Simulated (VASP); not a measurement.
Input of a VASP 6.6.1 run:

INCAR

```
SYSTEM = Be
ALGO = Normal ; EDIFF = 1E-7
EDIFFG = -0.005 ; ENCUT = 600
GGA = PE ; IBRION = 2
ISIF = 3 ; ISMEAR = 0
LASPH = .TRUE. ; LCHARG = .FALSE.
LREAL = .FALSE. ; LWAVE = .FALSE.
NELM = 100 ; NSW = 100
PREC = Accurate ; SIGMA = 0.1
```

The input KPOINTS:

```
k-points
0
G
  21 21 12
  0 0 0
```

Contents of POSCAR:

```
Be
1.0
    2.2853000000      0.0000000000      0.0000000000
   -1.1426500000      1.9791278553      0.0000000000
    0.0000000000      0.0000000000      3.5842000000
Be
2
Direct
    0.3333333333      0.6666666667      0.2500000000
    0.6666666667      0.3333333333      0.7500000000
```

Potentials or basis: VASP PAW PBE potentials, release 64 (Be).

Run with:

```console
$ cat potpaw_PBE.64/Be/POTCAR > POTCAR
$ mpirun -np 1 vasp_std > vasp.out
```

Predict the relaxed volume.

7.91 Å³/atom.

What does it give for the relaxed cell?

a = 2.263 Å, b = 2.263 Å, c = 3.568 Å, α = 90.00°, β = 90.00°, γ = 120.00°.

Step by step:
```
step  energy change (eV)  largest force (eV/Å)  pressure (GPa)  volume (Å³)
   1              0.0000                0.0000           -2.73        16.21
   2             -0.0034                0.0000           -0.40        15.89
   3             -0.0035                0.0000            0.04        15.83
   4             -0.0035                0.0000            0.09        15.82
   5             -0.0035                0.0000            0.05        15.83
```
